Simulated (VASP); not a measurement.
Here is a VASP 6.6.1 calculation.

The input INCAR:

```
SYSTEM = As
ALGO = Normal
EDIFF = 1E-6
ENCUT = 520
ISIF = 2
ISMEAR = 0
LASPH = .True.
LCHARG = .False.
LREAL = .False.
LWAVE = .False.
NBANDS = 8
NELM = 100
PREC = Accurate
SIGMA = 0.15
```

Contents of KPOINTS:

```
k-points
0
Gamma
  18 18 18
  0 0 0
```

File POSCAR:

```
As
1.0
    2.7036817444      0.0000000000      0.0000000000
    0.0000000000      2.7036817444      0.0000000000
    0.0000000000      0.0000000000      2.7036817444
As
1
Direct
    0.5000000000      0.5000000000      0.5000000000
```

Potentials or basis: VASP PAW LDA potentials, release 64 (As).

Command:

```sh
$ cat potpaw_LDA.64/As/POTCAR > POTCAR
$ mpirun -np 1 vasp_std > vasp.out
```

Estimate the pressure.

-2.4 GPa.
